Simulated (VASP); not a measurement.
Crystal: Si2Ni.

```xyz
3
Lattice="0.0000 2.7765 2.7765 2.7765 0.0000 2.7765 2.7765 2.7765 0.0000" Properties=species:S:1:pos:R:3 pbc="T T T"
Si    1.3883    1.3883    1.3883
Si    4.1648    4.1648    4.1648
Ni    0.0000    0.0000    0.0000
```

Base run:

| Quantity | Value |
| --- | --- |
| Program | VASP 6.6.1 |
| Functional | PBE |
| Potentials or basis | VASP PAW PBE potentials, release 64 (Si, Ni) |
| Cutoff | 520 eV |
| k mesh | 14 × 14 × 14 |
| Occupations | gaussian, width 0.15 eV |
| Spin | collinear spin, ferromagnetic start |
| Starting moments | [0.0, 0.0, 0.5] μB |
| Fixed moment | 0.5 μB |

Its results: pressure -6.8 GPa; site moments Si +0.06; Ni +0.25 μB.

Q: After a change of settings the same cell gave: pressure -5.1 GPa; site moments Si +0.11; Ni +0.41 μB. Which change was it?
A. fixed moment from 0.5 μB to 0.375 μB; moments at the start from [0.0, 0.0, 0.5] to [0.0, 0.0, 0.38]
B. fixed moment from 0.5 μB to 0.125 μB; moments at the start from [0.0, 0.0, 0.5] to [0.0, 0.0, 0.12]
C. fixed moment from 0.5 μB to 0.875 μB; moments at the start from [0.0, 0.0, 0.5] to [0.0, 0.0, 0.88]

A: C.

Caveats: the total moment is fixed, so each spin has its own Fermi level.
